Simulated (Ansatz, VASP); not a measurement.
# Si in VASP and in Ansatz

File INCAR:

```
PREC = Accurate ; ENCUT = 520
EDIFF = 1E-7 ; ISMEAR = 0
SIGMA = 0.15 ; LREAL = F
LASPH = T ; NELM = 60
ALGO = Normal ; ISIF = 2
LWAVE = F ; LCHARG = T
GGA = CA ; LELF = T
LVHAR = T ; NBANDS = 16
```

File KPOINTS:

```
regular mesh
0
Gamma
  16 16 16
```

Contents of POSCAR:

```
Si
1.0
    0.0000000000      2.8517759220      3.9543264120
    2.6198019896      0.0000000000      3.9543264120
    2.6198019896      2.8517759220      0.0000000000
Si
4
Direct
    0.7297169282      0.2702830718      0.7297169282
    0.2702830718      0.7297169282      0.2702830718
    0.7744251954      0.7744251954      0.2255748046
    0.2255748046      0.2255748046      0.7744251954
```

Input for Ansatz:

```yaml
crystal:
  lattice:
    - [0.0, 2.851775922, 3.954326412]
    - [2.6198019896, 0.0, 3.954326412]
    - [2.6198019896, 2.851775922, 0.0]
  atoms:
    - { symbol: Si, position: [0.7297169282, 0.2702830718, 0.7297169282] }
    - { symbol: Si, position: [0.2702830718, 0.7297169282, 0.2702830718] }
    - { symbol: Si, position: [0.7744251954, 0.7744251954, 0.2255748046] }
    - { symbol: Si, position: [0.2255748046, 0.2255748046, 0.7744251954] }
basis:
  ecutwfc: 420
kpoints:
  mp_grid: { grid: [16, 16, 16] }
hamiltonian:
  xc: lda
scf:
  occupations: { method: gaussian, width: 0.15 }
output:
  forces: true
  stress: true
  eigenvalues: true
```

Alike in both runs: task single point; functional LDA; k mesh 16 × 16 × 16; occupations gaussian, width 0.15 eV; no spin polarisation.

|  | VASP | Ansatz |
| --- | --- | --- |
| version | VASP 6.6.1 | Ansatz 0.2.0 |
| potentials or method | VASP PAW LDA potentials, release 64 (Si), cutoff 520 eV | scalar-relativistic, plane waves, PAW |
| valence electrons in the cell | 16 | 16 |

VASP gave:

| Item | Value |
| --- | --- |
| gap on the k mesh at the Fermi level (eV) | none |
| pressure (GPa) | 3.9 |
| traceless stress, the component that is largest in VASP (GPa) | -15.49 |
| rms of the force components (eV/Å) | 0.460 |

**Question.** What did Ansatz give for the same quantities?

**Answer.** gap on the k mesh at the Fermi level (eV): none; pressure (GPa): 3.8; traceless stress, the component that is largest in VASP (GPa): -15.45; rms of the force components (eV/Å): 0.458.

LDA's correlation is that of Perdew and Zunger in VASP and of Perdew and Wang (1992) in Ansatz. Atom by atom the forces differ by 0.002 eV/Å (rms over components). A gap of «none» marks a metal or a gap that the smearing closes.
